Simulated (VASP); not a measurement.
# Pb (Fm-3m) in VASP: further runs

Pb is run at these levels: LDA; tasks: relaxation of cell and atoms.

Everything below comes from runs of VASP 6.6.1. Logs are shortened: lines on timing, memory, paths and dates and some standing lists are left out, and cuts for length are marked.

**1. The cell of the first run**

The structure is cubic, space group Fm-3m (No. 225). Conventional cell: a = 4.881 Å, b = 4.881 Å, c = 4.881 Å, α = 90.00°, β = 90.00°, γ = 90.00°. Pb (site symmetry m-3m) has 12 Pb at 3.45 Å within 4.5 Å.

**2. Relaxation of cell and atoms, LDA, target pressure 10 GPa, at which the enthalpy is minimised**

INCAR

```
SYSTEM = Pb
PREC = Accurate
ENCUT = 600
EDIFF = 1E-6
ISMEAR = -1
SIGMA = 0.08
LREAL = .False.
LASPH = .True.
NELM = 100
ALGO = Normal
ISIF = 3
LWAVE = .False.
LCHARG = .False.
IBRION = 2
NSW = 100
EDIFFG = -0.002
PSTRESS = 100.0
```

KPOINTS

```
Automatic mesh
0
Gamma
  20 20 20
  0 0 0
```

POSCAR

```
Pb
1.0
    0.0000000000      2.4405922672      2.4405922672
    2.4405922672      0.0000000000      2.4405922672
    2.4405922672      2.4405922672      0.0000000000
Pb
1
Direct
    0.0000000000      0.0000000000      0.0000000000
```

Potentials or basis: VASP PAW LDA potentials, release 64 (Pb_d).

Run with:

```console
$ cat potpaw_LDA.64/Pb_d/POTCAR > POTCAR
$ mpirun -np 1 vasp_std > vasp.out
```

OUTCAR:

```text
SYSTEM = Pb
   PREC = Accurate
   ENCUT = 600
   EDIFF = 1E-6
   ISMEAR = -1
   LREAL = .False.
   LASPH = .True.
   NELM = 100
   ISIF = 3
   IBRION = 2
   NSW = 100
   EDIFFG = -0.002
   PSTRESS = 100.0

 ion  position               nearest neighbor table
   1  0.000  0.000  0.000-

  LATTYP: Found a face centered cubic cell.
 ALAT       =     4.8811845344

  Lattice vectors:

 A1 = (   0.0000000000,   2.4405922672,   2.4405922672)
 A2 = (   2.4405922672,   0.0000000000,   2.4405922672)
 A3 = (   2.4405922672,   2.4405922672,   0.0000000000)

Analysis of symmetry for initial positions (statically):
=====================================================================
 Subroutine PRICEL returns:
 Original cell was already a primitive cell.

 Routine SETGRP: Setting up the symmetry group for a
 face centered cubic supercell.

 Subroutine GETGRP returns: Found 48 space group operations
 (whereof 48 operations were pure point group operations)
 out of a pool of 48 trial point group operations.

The static configuration has the point symmetry O_h .

Analysis of symmetry for dynamics (positions and initial velocities):
=====================================================================
 Subroutine PRICEL returns:
 Original cell was already a primitive cell.

 Routine SETGRP: Setting up the symmetry group for a
 face centered cubic supercell.

 Subroutine GETGRP returns: Found 48 space group operations
 (whereof 48 operations were pure point group operations)
 out of a pool of 48 trial point group operations.

The dynamic configuration has the point symmetry O_h .

 Subroutine INISYM returns: Found 48 space group operations
 (whereof 48 operations are pure point group operations),
 and found     1 'primitive' translations

----------------------------------------------------------------------------------------

                                     Primitive cell

  volume of cell :      29.0747

  direct lattice vectors                    reciprocal lattice vectors
     0.000000000  2.440592267  2.440592267    -0.204868305  0.204868305  0.204868305
     2.440592267  0.000000000  2.440592267     0.204868305 -0.204868305  0.204868305
     2.440592267  2.440592267  0.000000000     0.204868305  0.204868305 -0.204868305

  length of vectors
     3.451518684  3.451518684  3.451518684     0.354842312  0.354842312  0.354842312

  position of ions in fractional coordinates (direct lattice)
     0.000000000  0.000000000  0.000000000

  ion indices of the primitive-cell ions
   primitive index   ion index
                 1           1

----------------------------------------------------------------------------------------

 KPOINTS: Automatic mesh

Automatic generation of k-mesh.
 Grid dimensions read from file:
 generate k-points for:   20   20   20

 Generating k-lattice:

  Cartesian coordinates                     Fractional coordinates (reciprocal lattice)
    -0.010243415  0.010243415  0.010243415     0.050000000  0.000000000  0.000000000
     0.010243415 -0.010243415  0.010243415     0.000000000  0.050000000  0.000000000
     0.010243415  0.010243415 -0.010243415     0.000000000  0.000000000  0.050000000

  Length of vectors
     0.017742116  0.017742116  0.017742116

  Shift w.r.t. Gamma in fractional coordinates (k-lattice)
     0.000000000  0.000000000  0.000000000

 Subroutine IBZKPT returns following result:
 ===========================================

 Found    256 irreducible k-points:

 Following reciprocal coordinates:
            Coordinates               Weight
  0.000000  0.000000  0.000000      1.000000
  0.050000  0.000000  0.000000      8.000000
  0.100000  0.000000  0.000000      8.000000
  0.150000  0.000000  0.000000      8.000000
  0.200000  0.000000  0.000000      8.000000
  0.250000  0.000000  0.000000      8.000000
[... 16 lines left out ...]
 -0.400000  0.050000  0.000000     24.000000
 -0.350000  0.050000  0.000000     24.000000
 [... further k-points ...]
   k-points           NKPTS =    256   k-points in BZ     NKDIM =    256   number of bands    NBANDS=     11
   number of dos      NEDOS =    301   number of ions     NIONS =      1
   total plane-waves  NPLWV =  21952
   dimension x,y,z NGX =    28 NGY =   28 NGZ =   28
   dimension x,y,z NGXF=    56 NGYF=   56 NGZF=   56
   ions per type =               1
   NGX,Y,Z   is equivalent  to a cutoff of  13.49, 13.49, 13.49 a.u.
   NGXF,Y,Z  is equivalent  to a cutoff of  26.97, 26.97, 26.97 a.u.
 SYSTEM =  Pb
   PREC   = accura    normal or accurate (medium, high low for compatibility)
   ISTART =      0    job   : 0-new  1-cont  2-samecut
   ICHARG =      2    charge: 1-file 2-atom 10-const
   ISPIN  =      1    spin polarized calculation?
   LNONCOLLINEAR =      F non collinear calculations
   LSORBIT =      F    spin-orbit coupling
   LASPH  =      T    aspherical Exc in radial PAW
   ENCUT  =  600.0 eV  44.10 Ry    6.64 a.u.   6.89  6.89  6.89*2*pi/ulx,y,z
   NELM   =    100;   NELMIN=  2; NELMDL= -5     # of ELM steps
   EDIFF  = 0.1E-05   stopping-criterion for ELM
   LREAL  =      F    real-space projection
   EDIFFG = -.2E-02   stopping-criterion for IOM
   NSW    =    100    number of steps for IOM
   IBRION =      2    ionic relax: 0-MD 1-quasi-New 2-CG
   NFREE  =      1    steps in history (QN), initial steepest desc. (CG)
   ISIF   =      3    stress and relaxation
   ISYM   =      2    0-nonsym 1-usesym 2-fastsym
   POTIM  = 0.5000    time-step for ionic-motion
   TEBEG  =    0.0;   TEEND  =   0.0 temperature during run
   PSTRESS=  100.0 pullay stress
   NELECT =      14.0000    total number of electrons
   NUPDOWN=      -1.0000    fix difference up-down
   EMIN   =  10.00;   EMAX   =-10.00  energy-range for DOS
   EFERMI =   0.00;   METHOD = LEGACY
   ISMEAR =    -1;   SIGMA  =   0.08  broadening in eV -4-tet -1-fermi 0-gaus
   EFERMI_NEDOS =   21; number of points for ismear=-14 and -15
   IALGO  =     38    algorithm
   IMIX   =      4    mixing-type and parameters
     AMIX     =   0.40;   BMIX     =  1.00
     AMIX_MAG =   1.60;   BMIX_MAG =  1.00
  volume/ion in A,a.u.               =      29.07       196.21
  Fermi-wavevector in a.u.,A,eV,Ry     =   1.283154  2.424810 22.401794  1.646485
  Thomas-Fermi vector in A             =   2.415424
   LORBIT       =      0    0 simple, 1 ext, 2 COOP (PROOUT), +10 PAW based schemes
   GGA     = CA    functional components
   LHFCALC =     F    Hartree Fock is set to
   AEXX    =    0.0000 exact exchange contribution
   IVDW    =     0    specifies the selected vdW correction
   LEPSILON=     F    determine dielectric tensor
   LRPA    =     F    only Hartree local field effects (RPA)
 conjugate gradient relaxation of ions
 non-spin polarized calculation
  energy-cutoff  :      600.00
  volume of cell :       29.07
 maximum number of plane-waves:       990
   NGX = 13   NGY = 13   NGZ = 13

--------------------------------------- Ionic step        1  -------------------------------------------

 number of electron      13.9999999 magnetization

 Free energy of the ion-electron system (eV)
  ---------------------------------------------------
  ext. energy  EPLUGINS =         0.00000000
  ---------------------------------------------------
  free energy    TOTEN  =        -4.25938946 eV

  energy without entropy =       -4.24907513  energy(sigma->0) =       -4.25423230

------------------------ aborting loop because EDIFF is reached ----------------------------------------

  FORCE on cell =-STRESS in cart. coord.  units (eV):
  Direction    XX          YY          ZZ          XY          YZ          ZX
  --------------------------------------------------------------------------------------
  -------------------------------------------------------------------------------------
  Total        0.0205216      0.0205216      0.0205216      0.0000000     -0.0000000      0.0000000
  in kB        1.1308515      1.1308515      1.1308515      0.0000000     -0.0000000      0.0000000
  external PRESSURE =     -98.8691485 kB  Pullay stress =     100.0000000 kB
[... 22 lines left out ...]
  enthalpy is  TOTEN    =        -2.4446883468 eV   P V=        1.8147011148

--------------------------------------- Ionic step        2  -------------------------------------------

 number of electron      14.0000001 magnetization

 E-fermi :  11.3322     XC(G=0): -12.0458

 val. band max:       11.3239593497   @ k =  -0.3000   0.3000   0.1000
 cond. band min:      11.3439887843   @ k =   0.4000   0.2500   0.0500
 fundamental gap:      0.0200294346
 Fermi energy:        11.3321697576

 k-point     1 :       0.0000    0.0000    0.0000
  band No.  band energies     occupation
      1      -6.3127      2.00000
      2      -6.3127      2.00000
      3      -6.3127      2.00000
      4      -5.9581      2.00000
      5      -5.9581      2.00000
      6      -3.1976      2.00000
      7      20.9134      0.00000
      8      21.1021      0.00000
      9      21.1021      0.00000
     10      21.1021      0.00000
     11      26.5314      0.00000
[... 387 lines left out ...]
  FREE ENERGIE OF THE ION-ELECTRON SYSTEM (eV)
  ---------------------------------------------------
  free  energy   TOTEN  =        -4.1630951746 eV

  energy  without entropy=       -4.1536956421  energy(sigma->0) =       -4.15839541

  enthalpy is  TOTEN    =        -2.5714679296 eV   P V=        1.5916272451

[... ionic steps 4 to 9 ...]

--------------------------------------- Ionic step       10  -------------------------------------------

 number of electron      13.9999999 magnetization

------------------------ aborting loop because EDIFF is reached ----------------------------------------

  FORCE on cell =-STRESS in cart. coord.  units (eV):
  Direction    XX          YY          ZZ          XY          YZ          ZX
  --------------------------------------------------------------------------------------
  -------------------------------------------------------------------------------------
  Total        1.5788829      1.5788829      1.5788829      0.0000000     -0.0000000     -0.0000000
  in kB       99.5206193     99.5206193     99.5206193      0.0000000     -0.0000000     -0.0000000
  external PRESSURE =      -0.4793807 kB  Pullay stress =     100.0000000 kB
[... 59 lines left out ...]
  enthalpy is  TOTEN    =        -2.5715705903 eV   P V=        1.5863446347

--------------------------------------- Ionic step       12  -------------------------------------------

 number of electron      14.0000000 magnetization

 Free energy of the ion-electron system (eV)
  ---------------------------------------------------
  ext. energy  EPLUGINS =         0.00000000
  ---------------------------------------------------
  free energy    TOTEN  =        -4.15683442 eV

  energy without entropy =       -4.14746515  energy(sigma->0) =       -4.15214979

 E-fermi :   9.2991     XC(G=0): -11.3306

 val. band max:        9.2865096753   @ k =  -0.4500   0.4000   0.0000
 cond. band min:       9.2994070843   @ k =  -0.2500   0.3000   0.1000
 fundamental gap:      0.0128974089
 Fermi energy:         9.2991071848

 k-point     1 :       0.0000    0.0000    0.0000
  band No.  band energies     occupation
      1      -8.0142      2.00000
      2      -8.0142      2.00000
      3      -8.0142      2.00000
      4      -7.7728      2.00000
      5      -7.7728      2.00000
      6      -3.9190      2.00000
      7      17.9982      0.00000
      8      17.9982      0.00000
      9      17.9982      0.00000
     10      19.0491      0.00000
     11      22.9335      0.00000
[... 350 lines left out ...]
  FREE ENERGIE OF THE ION-ELECTRON SYSTEM (eV)
  ---------------------------------------------------
  free  energy   TOTEN  =        -4.1568344244 eV

  energy  without entropy=       -4.1474651462  energy(sigma->0) =       -4.15214979

  enthalpy is  TOTEN    =        -2.5715706500 eV   P V=        1.5852637744

 reached required accuracy - stopping structural energy minimisation
```

Wall time 3.3 min (1 thread of Intel Xeon 6975P-C (Granite Rapids), shared host); peak memory 0.23 GiB.

Results:

```
Free energy                                                : -4.1568 eV
Relaxed volume                                             : 25.40 Å³/atom
Relaxed cell                                               : a = 3.299 Å, b = 3.299 Å, c = 3.299 Å, α = 60.00°, β = 60.00°, γ = 60.00°
Space group after relaxing (to 0.1 Å)                      : Fm-3m (No. 225)
Energy change on relaxing (the run minimises the enthalpy) : +102.6 meV/atom
Ionic steps                                                : 12
Pressure after relaxing                                    : 10.0 GPa
Band gap on the k mesh                                     : zero (bands 7 and 8 overlap by 10.81 eV)
```

Step by step:
```
step  energy change (eV)  largest force (eV/Å)  pressure (GPa)  volume (Å³)
   1              0.0000                0.0000            0.11        29.07
   2              0.4654                0.0000           27.91        22.16
   3              0.0963                0.0000            9.60        25.50
   4              0.1016                0.0000            9.98        25.41
   5              0.1060                0.0000           10.13        25.34
   6              0.1016                0.0000           10.09        25.41
   7              0.0935                0.0000            9.48        25.55
   8              0.1004                0.0000            9.90        25.43
   9              0.1011                0.0000            9.92        25.42
  10              0.1013                0.0000            9.95        25.42
  11              0.1015                0.0000            9.97        25.42
  12              0.1026                0.0000            9.99        25.40
```

Final structure:
```
CELL_PARAMETERS angstrom
0.00000 2.33307 2.33307
2.33307 0.00000 2.33307
2.33307 2.33307 0.00000
ATOMIC_POSITIONS crystal
Pb 0.00000 0.00000 0.00000
```

Caveat: the cell is relaxed towards a set pressure, so the run minimises the enthalpy, not the energy; spin-orbit coupling is left out, which moves the levels of the heavy elements. Zero-point motion and thermal expansion aren't in these numbers.

**3. Relaxation of cell and atoms, LDA, target pressure 15 GPa, at which the enthalpy is minimised**

INCAR

```
ALGO     = Normal         # electronic algorithm
EDIFF    = 1E-6           # SCF threshold, eV
EDIFFG   = -0.002         # ionic threshold
ENCUT    = 600            # plane-wave cutoff, eV
IBRION   = 2              # ionic algorithm
ISIF     = 3              # what is computed and relaxed
ISMEAR   = -1             # smearing method
LASPH    = True           # aspherical terms in the spheres
LCHARG   = False          # write CHGCAR
LREAL    = False          # projectors in reciprocal space
LWAVE    = False          # write WAVECAR
NELM     = 80             # most SCF steps
NSW      = 100            # ionic steps
PREC     = Accurate       # precision mode
PSTRESS  = 150.0        
SIGMA    = 0.08           # smearing width, eV
```

KPOINTS

```
k-points
0
Gamma
  20 20 20
```

POSCAR is that of step 2.

Potentials or basis: VASP PAW LDA potentials, release 64 (Pb_d).

Run with:

```console
$ cat potpaw_LDA.64/Pb_d/POTCAR > POTCAR
$ mpirun -np 1 vasp_std > vasp.out
```

It took 3.1 min on 1 thread of Intel Xeon 6975P-C (Granite Rapids), shared host; peak memory 0.24 GiB.

It converged, with:

| Quantity | Value |
| --- | --- |
| Free energy | -4.0685 eV |
| Relaxed volume | 24.26 Å³/atom |
| Relaxed cell | a = 3.249 Å, b = 3.249 Å, c = 3.249 Å, α = 60.00°, β = 60.00°, γ = 60.00° |
| Space group after relaxing (to 0.1 Å) | Fm-3m (No. 225) |
| Energy change on relaxing (the run minimises the enthalpy) | +190.9 meV/atom |
| Ionic steps | 12 |
| Pressure after relaxing | 15.0 GPa |
| Band gap on the k mesh | zero (bands 7 and 8 overlap by 11.29 eV) |

Step by step:
```tsv
step	energy change (eV)	largest force (eV/Å)	pressure (GPa)	volume (Å³)
1	0.0000	0.0000	0.11	29.07
2	1.2769	0.0000	61.74	19.12
3	0.1683	0.0000	13.78	24.51
4	0.1850	0.0000	14.67	24.32
5	0.1933	0.0000	15.10	24.23
6	0.1888	0.0000	14.96	24.28
7	0.1901	0.0000	14.91	24.27
8	0.1917	0.0000	14.98	24.25
9	0.1920	0.0000	15.03	24.25
10	0.1918	0.0000	15.02	24.25
11	0.1917	0.0000	15.05	24.25
12	0.1909	0.0000	15.00	24.26
```

Final structure:
```xyz
1
Lattice="0.0000 2.2976 2.2976 2.2976 0.0000 2.2976 2.2976 2.2976 0.0000" Properties=species:S:1:pos:R:3 pbc="T T T"
Pb    0.0000    0.0000    0.0000
```

Levels at points of the mesh, in eV from the Fermi level:
| k point | band 3 | band 4 | band 5 | band 6 | band 7 | band 8 | band 9 | band 10 | band 11 |
| --- | --- | --- | --- | --- | --- | --- | --- | --- | --- |
| (0.00, 0.00, 0.00) | -17.41 | -17.14 | -17.14 | -13.64 | 9.07 | 9.07 | 9.07 | 9.71 | 14.18 |
| (0.50, 0.00, 0.00) | -17.39 | -16.88 | -16.88 | -8.50 | -5.56 | 6.70 | 6.70 | 9.20 | 11.70 |
| (0.50, 0.50, 0.00) | -16.90 | -16.82 | -16.82 | -6.50 | -4.39 | 2.11 | 2.11 | 6.15 | 7.44 |

Caveat: the cell is relaxed towards a set pressure, so the run minimises the enthalpy, not the energy; the volume moved by over 15 % at a fixed basis, so the end points are rough; spin-orbit coupling is left out, which moves the levels of the heavy elements.

The gap in the log of VASP goes by the Fermi energy; the results here count the filled bands.